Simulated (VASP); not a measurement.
Input of a VASP 6.6.1 run:

Contents of INCAR:

```
PREC = Accurate
ENCUT = 600
EDIFF = 1E-6
ISMEAR = 0
SIGMA = 0.1
LREAL = False
LASPH = True
NELM = 100
ALGO = Normal
ISIF = 3
LWAVE = False
LCHARG = False
GGA = PE
IBRION = 2
NSW = 100
EDIFFG = -0.01
```

File KPOINTS:

```
Automatic mesh
0
Gamma
  6 6 10
```

The input POSCAR:

```
AgCl
1.0
    6.0484197526      0.0000000000      0.0000000000
   -3.0242098763      5.2380851585      0.0000000000
    0.0000000000      0.0000000000      4.2897252905
Ag Cl
3 3
Direct
    0.5000000000      0.0000000000      0.0000000000
    0.5000000000      0.5000000000      0.0000000000
    0.0000000000      0.5000000000      0.0000000000
    0.0000000000      0.0000000000      0.0000000000
    0.3333333333      0.6666666667      0.5000000000
    0.6666666667      0.3333333333      0.5000000000
```

Potentials or basis: VASP PAW PBE potentials, release 64 (Ag, Cl).

The run is started by

```bash
$ cat potpaw_PBE.64/Ag/POTCAR potpaw_PBE.64/Cl/POTCAR > POTCAR
$ mpirun -np 1 vasp_std > vasp.out
```

Task: Estimate the relaxed cell.

Result: a = 6.049 Å, b = 6.049 Å, c = 4.285 Å, α = 90.00°, β = 90.00°, γ = 120.00°.

Task: Predict the space group after relaxing (to 0.1 Å).

Result: P6/mmm (No. 191).

Task: Estimate the band gap on the k mesh.

Result: 0.02 eV.

Final structure:
```yaml
crystal:
  lattice:
    - [6.04863, 0.00000, 0.00000]
    - [-3.02431, 5.23827, 0.00000]
    - [0.00000, 0.00000, 4.28515]
  atoms:
    - { symbol: Ag, position: [0.50000, 0.00000, 0.00000] }
    - { symbol: Ag, position: [0.50000, 0.50000, 0.00000] }
    - { symbol: Ag, position: [0.00000, 0.50000, 0.00000] }
    - { symbol: Cl, position: [0.00000, 0.00000, 0.00000] }
    - { symbol: Cl, position: [0.33333, 0.66667, 0.50000] }
    - { symbol: Cl, position: [0.66667, 0.33333, 0.50000] }
```

Caveat: the smearing spreads over this small gap; semilocal functionals underestimate gaps, and a narrow one can read as zero. A k mesh can miss the band edges.
